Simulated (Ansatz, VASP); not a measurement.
**One calculation of AlNi, two programs**

File INCAR:

```
SYSTEM = AlNi
PREC = Accurate
ENCUT = 520
EDIFF = 1E-6
ISMEAR = 0
SIGMA = 0.15
LREAL = .FALSE.
LASPH = .TRUE.
NELM = 100
ALGO = Fast
ISIF = 2
LWAVE = .FALSE.
LCHARG = .FALSE.
GGA = PE
NBANDS = 14
```

File KPOINTS:

```
regular mesh
0
G
  16 16 16
  0 0 0
```

The input POSCAR:

```
AlNi
1.0
    1.9405291957     -1.9404970834      0.0000000000
    1.9405291957      1.9404970834      0.0000000000
    0.0000000000      0.0000000000      2.9004437058
Al Ni
1 1
Direct
    0.0000000000      0.0000000000      0.0000000000
    0.5000000000      0.5000000000      0.5000000000
```

Input for Ansatz:

```yaml
crystal:
  lattice:
    - [1.9405291957, -1.9404970834, 0.0]
    - [1.9405291957, 1.9404970834, 0.0]
    - [0.0, 0.0, 2.9004437058]
  atoms:
    - { symbol: Al, position: [0.0, 0.0, 0.0] }
    - { symbol: Ni, position: [0.5, 0.5, 0.5] }
basis:
  ecutwfc: 520.0
kpoints:
  mp_grid: { grid: [16, 16, 16] }
hamiltonian:
  xc: pbe
  pseudopotentials: { kind: paw, azcp: { folder: soft_1 } }
scf:
  occupations: { method: gaussian, width: 0.15 }
output:
  forces: true
  stress: true
  eigenvalues: true
```

Alike in both runs: task single point; functional PBE; k mesh 16 × 16 × 16; occupations gaussian, width 0.15 eV; no spin polarisation.

```csv
,VASP,Ansatz
version,VASP 6.6.1,Ansatz 0.2.0
potentials or method,"VASP PAW PBE potentials, release 64 (Al, Ni), cutoff 520 eV","scalar-relativistic, plane waves, PAW"
valence electrons in the cell,13,21
```

|  | VASP | Ansatz | Ansatz less VASP |
| --- | --- | --- | --- |
| gap on the k mesh at the Fermi level (eV) | none | none | - |
| pressure (GPa) | 20.9 | 20.6 | -0.22 |
| traceless stress, the component that is largest in VASP (GPa) | -3.16 | -3.08 | +0.078 |

A gap of «none» marks a metal or a gap that the smearing closes. VASP's potentials hold 13 valence electrons a cell and Ansatz's 21, so a difference there can come from the potentials and not from the codes. Ansatz's warnings: near symmetry operations not taken.
